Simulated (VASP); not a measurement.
A run of VASP 6.6.1 is set up as follows.

Contents of INCAR:

```
PREC = Accurate
ENCUT = 520
EDIFF = 1E-6
ISMEAR = -1
SIGMA = 0.05
LREAL = F
LASPH = T
NELM = 100
ALGO = Normal
ISIF = 2
LWAVE = F
LCHARG = T
GGA = PS
LELF = T
LVHAR = T
NBANDS = 20
```

KPOINTS

```
regular mesh
0
Gamma
  10 10 10
```

The input POSCAR:

```
MoS2
1.0
    1.5507266844      0.8953124687      5.9282313796
   -1.5507266844      0.8953124687      5.9282313796
    0.0000000000     -1.7906249374      5.9282313796
Mo S
1 2
Direct
    0.0000000000      0.0000000000      0.0000000000
    0.2431290722      0.2431290722      0.2431290722
    0.7568709278      0.7568709278      0.7568709278
```

Potentials or basis: VASP PAW PBE potentials, release 64 (Mo_sv, S).

Launch:

```console
$ cat potpaw_PBE.64/Mo_sv/POTCAR potpaw_PBE.64/S/POTCAR > POTCAR
$ mpirun -np 1 vasp_std > vasp.out
```

**Question.** Predict the pressure.

**Answer.** 2.0 GPa.

**Question.** What does it give for the band gap on the k mesh?

**Answer.** Zero (bands 13 and 14 overlap by 0.36 eV).

Caveat: the PAW data sets were made with another functional, which shifts forces and pressure a little.
